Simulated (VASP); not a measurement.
# SmSi4 (Im-3m) in VASP: notebook, part 2 of 2

VASP 6.6.1.

### 3 Single point, PBE

This run uses another cell than the first one, of 25.03 Å³/atom.

INCAR reads:

```
SYSTEM = SmSi4
PREC = Accurate ; ENCUT = 500
EDIFF = 1E-6 ; ISMEAR = 0
SIGMA = 0.1 ; LREAL = .False.
LASPH = .True. ; NELM = 200
ALGO = Normal ; ISIF = 2
LWAVE = .False. ; LCHARG = .False.
GGA = PE ; NBANDS = 22
GGA_COMPAT = .False. ; LMAXMIX = 6
```

KPOINTS reads:

```
regular mesh
0
Gamma
  8 8 8
  0 0 0
```

POSCAR reads:

```
SmSi4
1.0
   -3.1512031293      3.1512031293      3.1512031293
    3.1512031293     -3.1512031293      3.1512031293
    3.1512031293      3.1512031293     -3.1512031293
Sm Si
1 4
Direct
    0.0000000000      0.0000000000      0.0000000000
    0.5000000000      0.5000000000      0.5000000000
    0.5000000000      0.0000000000      0.0000000000
    0.0000000000      0.0000000000      0.5000000000
    0.0000000000      0.5000000000      0.0000000000
```

Potentials or basis: VASP PAW PBE potentials, release 64 (Sm_3, Si), 4f in core.

The run is started by

```sh
$ cat potpaw_PBE.64/Sm_3/POTCAR potpaw_PBE.64/Si/POTCAR > POTCAR
$ mpirun -np 1 vasp_std > vasp.out
```

OUTCAR:

```text
SYSTEM = SmSi4
   PREC = Accurate
   ENCUT = 500
   EDIFF = 1E-6
   ISMEAR = 0
   LREAL = .False.
   LASPH = .True.
   NELM = 200
   ISIF = 2
   GGA = PE

 ion  position               nearest neighbor table
   1  0.000  0.000  0.000-   2 2.73   3 2.73   4 2.73   5 2.73   4 2.73   5 2.73   3 2.73   2 2.73

   2  0.500  0.500  0.500-   1 2.73   1 2.73
   3  0.500  0.000  0.000-   1 2.73   1 2.73
   4  0.000  0.000  0.500-   1 2.73   1 2.73
   5  0.000  0.500  0.000-   1 2.73   1 2.73

  LATTYP: Found a body centered cubic cell.
 ALAT       =     6.3024062586

  Lattice vectors:

 A1 = (  -3.1512031293,   3.1512031293,   3.1512031293)
 A2 = (   3.1512031293,  -3.1512031293,   3.1512031293)
 A3 = (   3.1512031293,   3.1512031293,  -3.1512031293)

Analysis of symmetry for initial positions (statically):
=====================================================================
 Subroutine PRICEL returns:
 Original cell was already a primitive cell.

 Routine SETGRP: Setting up the symmetry group for a
 body centered cubic supercell.

 Subroutine GETGRP returns: Found 48 space group operations
 (whereof 48 operations were pure point group operations)
 out of a pool of 48 trial point group operations.

The static configuration has the point symmetry O_h .

Analysis of symmetry for dynamics (positions and initial velocities):
=====================================================================
 Subroutine PRICEL returns:
 Original cell was already a primitive cell.

 Routine SETGRP: Setting up the symmetry group for a
 body centered cubic supercell.

 Subroutine GETGRP returns: Found 48 space group operations
 (whereof 48 operations were pure point group operations)
 out of a pool of 48 trial point group operations.

The dynamic configuration has the point symmetry O_h .

[... 120 lines left out ...]
   EFERMI_NEDOS =   21; number of points for ismear=-14 and -15
   IALGO  =     38    algorithm
   IMIX   =      4    mixing-type and parameters
     AMIX     =   0.40;   BMIX     =  1.00
     AMIX_MAG =   1.60;   BMIX_MAG =  1.00
  volume/ion in A,a.u.               =      25.03       168.93
  Fermi-wavevector in a.u.,A,eV,Ry     =   0.981823  1.855376 13.115684  0.963976
  Thomas-Fermi vector in A             =   2.112858
   LORBIT       =      0    0 simple, 1 ext, 2 COOP (PROOUT), +10 PAW based schemes
   GGA     = PE    functional components
   LHFCALC =     F    Hartree Fock is set to
   AEXX    =    0.0000 exact exchange contribution
   IVDW    =     0    specifies the selected vdW correction
   LEPSILON=     F    determine dielectric tensor
   LRPA    =     F    only Hartree local field effects (RPA)
 non-spin polarized calculation
 Gauss-broadening in eV      SIGMA  =   0.10
  energy-cutoff  :      500.00
  volume of cell :      125.17
 maximum number of plane-waves:      3252
   NGX = 19   NGY = 19   NGZ = 19

 number of electron      27.0000003 magnetization

 Free energy of the ion-electron system (eV)
  ---------------------------------------------------
  ext. energy  EPLUGINS =         0.00000000
  ---------------------------------------------------
  free energy    TOTEN  =       -22.71859199 eV

  energy without entropy =      -22.70964685  energy(sigma->0) =      -22.71411942

 E-fermi :   3.9862     XC(G=0):  -9.2100

 val. band max:        3.9032868331   @ k =   0.2500   0.2500   0.1250
 cond. band min:       4.0167709102   @ k =   0.5000   0.0000   0.0000
 fundamental gap:      0.1134840771
 Fermi energy:         3.9862451847

 k-point     1 :       0.0000    0.0000    0.0000
  band No.  band energies     occupation
      1     -35.5470      2.00000
      2     -15.3911      2.00000
      3     -15.3911      2.00000
      4     -15.3911      2.00000
      5      -5.6082      2.00000
      6      -2.1884      2.00000
[... 589 lines left out ...]
     21       8.0240      0.00000
     22       9.0077      0.00000

 [... further k-points ...]

------------------------ aborting loop because EDIFF is reached ----------------------------------------

  FORCE on cell =-STRESS in cart. coord.  units (eV):
  Direction    XX          YY          ZZ          XY          YZ          ZX
  --------------------------------------------------------------------------------------
  -------------------------------------------------------------------------------------
  Total        0.2806335      0.2806335      0.2806335      0.0000000      0.0000000     -0.0000000
  in kB        3.5922034      3.5922034      3.5922034      0.0000000      0.0000000     -0.0000000
  external PRESSURE =       3.5922034 kB  Pullay stress =       0.0000000 kB

 VOLUME and BASIS-vectors are now :
 -----------------------------------------------------------------------------
  energy-cutoff  :      500.00
  volume of cell :      125.17
      direct lattice vectors                 reciprocal lattice vectors
    -3.151203129  3.151203129  3.151203129     0.000000000  0.158669556  0.158669556
     3.151203129 -3.151203129  3.151203129     0.158669556  0.000000000  0.158669556
     3.151203129  3.151203129 -3.151203129     0.158669556  0.158669556  0.000000000

 POSITION                                       TOTAL-FORCE (eV/Angst)
 -----------------------------------------------------------------------------------
      0.00000      0.00000      0.00000         0.000000     -0.000000     -0.000000
      1.57560      1.57560      1.57560        -0.000000      0.000000      0.000000
     -1.57560      1.57560      1.57560         0.000000      0.000000     -0.000000
      1.57560      1.57560     -1.57560        -0.000000      0.000000      0.000000
      1.57560     -1.57560      1.57560        -0.000000     -0.000000      0.000000
 -----------------------------------------------------------------------------------
    total drift:                                0.000000     -0.000000      0.000000

  FREE ENERGIE OF THE ION-ELECTRON SYSTEM (eV)
  ---------------------------------------------------
  free  energy   TOTEN  =       -22.7185919882 eV

  energy  without entropy=      -22.7096468474  energy(sigma->0) =      -22.71411942
```

OSZICAR:

```text
N       E                     dE             d eps       ncg     rms          rms(c)
DAV:   1     0.113926017771E+03    0.11393E+03   -0.10161E+04  1276   0.973E+02
DAV:   2    -0.193037825140E+02   -0.13323E+03   -0.12868E+03  1518   0.212E+02
DAV:   3    -0.241395484336E+02   -0.48358E+01   -0.47612E+01  1694   0.359E+01
DAV:   4    -0.242112827386E+02   -0.71734E-01   -0.71631E-01  1578   0.493E+00
DAV:   5    -0.242129199688E+02   -0.16372E-02   -0.16370E-02  1708   0.763E-01    0.104E+01
DAV:   6    -0.227482716495E+02    0.14646E+01   -0.46966E+00  1554   0.863E+00    0.557E+00
DAV:   7    -0.227249976343E+02    0.23274E-01   -0.61021E-01  1614   0.278E+00    0.272E+00
DAV:   8    -0.227191541791E+02    0.58435E-02   -0.76951E-02  1434   0.189E+00    0.204E-01
DAV:   9    -0.227182407871E+02    0.91339E-03   -0.68454E-03  1512   0.536E-01    0.103E-01
DAV:  10    -0.227185863986E+02   -0.34561E-03   -0.96571E-04  1534   0.182E-01    0.279E-02
DAV:  11    -0.227185884210E+02   -0.20224E-05   -0.12712E-04  1564   0.641E-02    0.108E-02
DAV:  12    -0.227185919872E+02   -0.35662E-05   -0.14629E-05  1498   0.186E-02    0.314E-03
DAV:  13    -0.227185919882E+02   -0.10334E-08   -0.29631E-07  1058   0.284E-03
   1 F= -.22718592E+02 E0= -.22714119E+02  d E =-.894514E-02
```

Run time: 29 s. Hardware: 1 thread of Intel Xeon 6975P-C (Granite Rapids), shared host; peak memory 0.27 GiB.

What came out:

```yaml
Free_energy: -22.7186 eV
Pressure: 0.4 GPa
Band_gap_on_the_k_mesh: zero (an odd number of electrons rules out a gap without spin polarisation)
```

Caveat: spin-orbit coupling is left out, which moves the levels of the heavy elements; the 4f electrons are frozen in the core, so they carry no moment and show no levels. Spin polarisation is off, so any magnetic state and its effect on volume and gap are missing.

### 4 Single point, PBE+D4

This run uses another cell than the first one, of 25.03 Å³/atom.

INCAR reads:

```
SYSTEM = SmSi4
PREC = Accurate
ENCUT = 500
EDIFF = 1E-6
ISMEAR = 0
SIGMA = 0.1
LREAL = .False.
LASPH = .True.
NELM = 200
ALGO = Normal
ISIF = 2
LWAVE = .False.
LCHARG = .False.
GGA = PE
IVDW = 13
NBANDS = 22
GGA_COMPAT = .False.
LMAXMIX = 6
```

KPOINTS is that of step 3.

POSCAR is that of step 3.

The run is started by

```sh
$ cat potpaw_PBE.64/Sm_3/POTCAR potpaw_PBE.64/Si/POTCAR > POTCAR
$ mpirun -np 1 vasp_std > vasp.out
```

It took 32 s on 1 thread of Intel Xeon 6975P-C (Granite Rapids), shared host; peak memory 0.27 GiB.

The run converged. Its results:

| Item | Value |
| --- | --- |
| Free energy | -24.7011 eV |
| Pressure | -1.9 GPa |
| Band gap on the k mesh | zero (an odd number of electrons rules out a gap without spin polarisation) |
| Dispersion energy per atom | -0.397 eV |

Levels at points of the mesh, in eV from the Fermi level:
| k point | band 11 | band 12 | band 13 | band 14 | band 15 | band 16 | band 17 | band 18 |
| --- | --- | --- | --- | --- | --- | --- | --- | --- |
| (0.00, 0.00, 0.00) | -1.91 | -1.10 | -1.10 | -1.10 | 0.60 | 0.60 | 3.61 | 3.61 |
| (0.50, 0.00, 0.00) | -1.67 | -1.44 | -1.19 | 0.03 | 0.38 | 1.20 | 1.96 | 2.02 |
| (0.50, 0.50, 0.50) | -3.30 | -2.28 | -2.28 | -2.28 | 3.07 | 3.07 | 3.07 | 4.95 |

Caveat: spin-orbit coupling is left out, which moves the levels of the heavy elements; the 4f electrons are frozen in the core, so they carry no moment and show no levels. Spin polarisation is off, so any magnetic state and its effect on volume and gap are missing.

### 5 Summary

```csv
level,cell,k mesh,gap on the mesh (eV),pressure (GPa)
PBE,"a = 5.496 Å, angles 109.5°, 5 atoms",4 × 4 × 4,none,0.4
PBE,"a = 5.458 Å, angles 109.5°, 5 atoms",8 × 8 × 8,none,0.4
PBE+D4,"a = 5.458 Å, angles 109.5°, 5 atoms",8 × 8 × 8,none,-1.9
```

Alike in all rows: task single point; potentials or basis VASP PAW PBE potentials, release 64 (Sm_3, Si), 4f in core; no spin polarisation; cutoff (eV) 500; smearing gaussian 0.1 eV.

Caveats: spin-orbit coupling is left out, which moves the levels of the heavy elements; the 4f electrons are frozen in the core, so they carry no moment and show no levels.

Absolute energies hang on the potentials; compare differences alone.
